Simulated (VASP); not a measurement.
# Na2S: single point with PBE-based screened hybrid with 100 % exact exchange

Na2S:

```
S Na
1.0
     0.00000    3.25543    3.25543
     3.25543    0.00000    3.25543
     3.25543    3.25543    0.00000
S Na
1 2
Direct
  0.00000 0.00000 0.00000
  0.25000 0.25000 0.25000
  0.75000 0.75000 0.75000
```

```
Program             : VASP 6.6.1
Task                : single point
Functional          : PBE-based screened hybrid with 100 % exact exchange
Potentials or basis : VASP PAW PBE potentials, release 64 (S, Na_pv)
Cutoff              : 400 eV
k mesh              : 4 × 4 × 4
Occupations         : gaussian, width 0.01 eV
Spin                : no spin polarisation
```

| Property | Result |
| --- | --- |
| Pressure | -1.8 GPa |
| Band gap on the k mesh | 8.12 eV |

Levels at points of the mesh, in eV from the valence-band top:
| k point | band 7 | band 8 | band 9 | band 10 | band 11 | band 12 | band 13 | band 14 |
| --- | --- | --- | --- | --- | --- | --- | --- | --- |
| (0.00, 0.00, 0.00) | -14.35 | 0.00 | 0.00 | 0.00 | 8.12 | 14.13 | 14.13 | 14.13 |
| (0.50, 0.00, 0.00) | -13.99 | -2.10 | -0.19 | -0.19 | 10.93 | 12.31 | 13.24 | 13.24 |
| (0.50, 0.50, 0.00) | -13.88 | -1.87 | -0.65 | -0.65 | 9.10 | 12.24 | 15.55 | 16.57 |

Wall time 6.2 min on 1 thread of Oxide Virtual Turin-like Processor, with other jobs on the host, peak memory 0.23 GiB.

Caveat: the structure was generated, so it needn't be the stable form of Na2S; the PAW data sets were made with another functional, which shifts forces and pressure a little.
